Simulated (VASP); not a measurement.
Set up this calculation in VASP 6.6.1, as the native input.

| Quantity | Value |
| --- | --- |
| Task | single point |
| Functional | r2SCAN |
| Dispersion | rVV10 |
| Potentials or basis | VASP PAW PBE potentials, release 64 (Ni_sv_GW) |
| Cutoff | 650 eV |
| k mesh | 12 × 12 × 7 |
| Occupations | fermi-dirac, width 0.1 eV |
| Spin | collinear spin, ferromagnetic start |
| Starting moments | [1.0, 1.0] μB |
| Hubbard terms | Ni d U = 3.5 eV |
| Dipole correction | no |
| Further INCAR settings | ALGO = Normal; EDIFF = 1e-06; NBANDS = 29 |

The system is Ni.

```xyz
2
Lattice="2.4480 0.0000 0.0000 -1.2240 2.1201 0.0000 0.0000 0.0000 4.0728" Properties=species:S:1:pos:R:3 pbc="T T T"
Ni    1.2240    0.7067    3.0546
Ni    0.0000    1.4134    1.0182
```

This isn't the form of Ni at room conditions, which is fcc.

The input as run:

POSCAR

```
Ni
1.0
    2.4480228978      0.0000000000      0.0000000000
   -1.2240114489      2.1200500186      0.0000000000
    0.0000000000      0.0000000000      4.0728075700
Ni
2
Direct
    0.6666666667      0.3333333333      0.7500000000
    0.3333333333      0.6666666667      0.2500000000
```

INCAR.step1

```
SYSTEM = Ni
ALGO = Normal ; EDIFF = 1E-5
ENCUT = 650 ; GGA = PE
GGA_COMPAT = .False. ; ISMEAR = -1
ISPIN = 2 ; LASPH = .True.
LCHARG = .False. ; LDAU = .True.
LDAUJ = 0 ; LDAUL = 2
LDAUTYPE = 2 ; LDAUU = 3.5
LMAXMIX = 4 ; LREAL = .False.
LWAVE = .True. ; MAGMOM = 1 1
NBANDS = 29 ; NELM = 200
PREC = Accurate ; SIGMA = 0.1
```

INCAR.step2

```
SYSTEM = Ni
ALGO = Normal ; BPARAM = 11.95
CPARAM = 0.0093 ; EDIFF = 1E-6
ENCUT = 650 ; GGA_COMPAT = .False.
ISIF = 2 ; ISMEAR = -1
ISPIN = 2 ; ISTART = 1
IVDW_NL = 2 ; LASPH = .True.
LCHARG = .False. ; LDAU = .True.
LDAUJ = 0 ; LDAUL = 2
LDAUPRINT = 1 ; LDAUTYPE = 2
LDAUU = 3.5 ; LMAXMIX = 4
LMIXTAU = .True. ; LORBIT = 11
LREAL = .False. ; LUSE_VDW = .True.
LWAVE = .False. ; MAGMOM = 1 1
METAGGA = R2SCAN ; NBANDS = 29
NELM = 200 ; PREC = Accurate
SIGMA = 0.1
```

KPOINTS

```
k-points
0
Gamma
  12 12 7
  0 0 0
```

Potentials or basis: VASP PAW PBE potentials, release 64 (Ni_sv_GW).

Launch:

```bash
$ cat potpaw_PBE.64/Ni_sv_GW/POTCAR > POTCAR
$ cp INCAR.step1 INCAR
$ mpirun -np 1 vasp_std > vasp.out
$ cp INCAR.step2 INCAR
$ mpirun -np 1 vasp_std > vasp.out
```

It gave:

| Quantity | Value |
| --- | --- |
| Pressure | 10.9 GPa |
| Net moment | 1.86 μB per cell |
| Site moments | Ni +1.00 μB |
| Valence electrons inside the program's atomic spheres | Ni 16.42 |

Caveat: the cell stands under pressure; the PAW data sets were made with another functional, which shifts forces and pressure a little; the U is typed as a test and isn't derived for this compound.

Wall time 7.2 min on 1 thread of AMD EPYC 9R45 96-Core Processor (Zen 5), with other jobs on the host, peak memory 0.28 GiB.
